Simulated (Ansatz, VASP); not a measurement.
## One calculation of BiTe, two programs

```
Bi Te
1.0
     4.19494    0.00000    0.00000
    -2.09747    3.70558    0.00000
     0.00000    0.00000    8.71230
Bi Te
2 2
Cartesian
  0.0000 2.4704 2.1781
  2.0975 1.2352 6.5342
  0.0000 0.0000 0.0000
  0.0000 0.0000 4.3561
```

Change from the starting cell: strain e2 = +0.02, atoms carried along.

Alike in both runs: task single point; functional PBE; k mesh 8 × 8 × 6; occupations gaussian, width 0.05 eV; no spin polarisation.

```csv
,VASP,Ansatz
version,VASP 6.6.1,Ansatz 0.2.0
potentials or method,"VASP PAW PBE potentials, release 64 (Bi_d, Te), cutoff 520 eV","scalar-relativistic, plane waves, PAW"
valence electrons in the cell,42,62
```

|  | VASP | Ansatz | Ansatz less VASP |
| --- | --- | --- | --- |
| gap on the k mesh at the Fermi level (eV) | none | none | - |
| pressure (GPa) | -0.8 | -0.8 | +0.04 |
| traceless stress, the component that is largest in VASP (GPa) | -0.18 | -0.18 | 0.000 |
| rms of the force components (eV/Å) | 0.020 | 0.020 | -0.0002 |

Atom by atom the forces differ by 0.000 eV/Å (rms over components). A gap of «none» marks a metal or a gap that the smearing closes. The functional is the same, so the differences come from potentials, cutoffs and numerics. VASP's potentials hold 42 valence electrons a cell and Ansatz's 62, so a difference there can come from the potentials and not from the codes.

Spin-orbit coupling is off throughout.
